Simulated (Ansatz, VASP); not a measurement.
## TaN: VASP beside Ansatz

File INCAR:

```
SYSTEM = TaN
  PREC = Accurate
  ENCUT = 600
  EDIFF = 1E-6
  ISMEAR = -1
  SIGMA = 0.1
  LREAL = .False.
  LASPH = .True.
  NELM = 120
  ALGO = Normal
  ISIF = 2
  LWAVE = .False.
  LCHARG = .False.
  GGA = CA
  NBANDS = 36
  GGA_COMPAT = .False.
```

KPOINTS

```
regular mesh
0
Gamma
  5 5 8
  0 0 0
```

Contents of POSCAR:

```
TaN
1.0
    5.1910000000      0.0000000000      0.0000000000
   -2.5955000000      4.4955378710      0.0000000000
    0.0000000000      0.0000000000      2.9080000000
Ta N
3 3
Direct
    0.0000000000      0.0000000000      0.0000000000
    0.3333333333      0.6666666667      0.5000000000
    0.6666666667      0.3333333333      0.5000000000
    0.5000000000      0.0000000000      0.0000000000
    0.0000000000      0.5000000000      0.0000000000
    0.5000000000      0.5000000000      0.0000000000
```

Input for Ansatz:

```yaml
crystal:
  lattice:
    a: 5.191
    b: 5.191
    c: 2.908
    alpha: 90.0
    beta: 90.0
    gamma: 120.0
  space_group: 191
  atoms:
    - { symbol: Ta, position: [0.0, 0.0, 0.0] }
    - { symbol: Ta, position: [0.3333333333333333, 0.6666666666666666, 0.5] }
    - { symbol: "N", position: [0.5, 0.0, 0.0] }
basis:
  ecutwfc: 625.0
kpoints:
  mp_grid:
    grid: [5, 5, 8]
hamiltonian:
  xc: lda
scf:
  occupations:
    method: fermi_dirac
    width: 0.1
output:
  forces: true
  stress: true
```

Alike in both runs: task single point; functional LDA; k mesh 5 × 5 × 8; occupations fermi-dirac, width 0.1 eV; no spin polarisation.

```csv
,VASP,Ansatz
version,VASP 6.6.1,Ansatz 0.2.0
potentials or method,"VASP PAW LDA potentials, release 64 (Ta_sv_GW, N), cutoff 600 eV","plane waves, PAW"
valence electrons in the cell,54,54
```

Ansatz gave:

```
pressure (GPa)                                                : -5.4
traceless stress, the component that is largest in VASP (GPa) : -1.85
```

Problem. Which values does VASP return?

Solution. Pressure (GPa): -4.3; traceless stress, the component that is largest in VASP (GPa): -1.51.

LDA's correlation is that of Perdew and Zunger in VASP and of Perdew and Wang (1992) in Ansatz.

Spin-orbit coupling is off throughout.
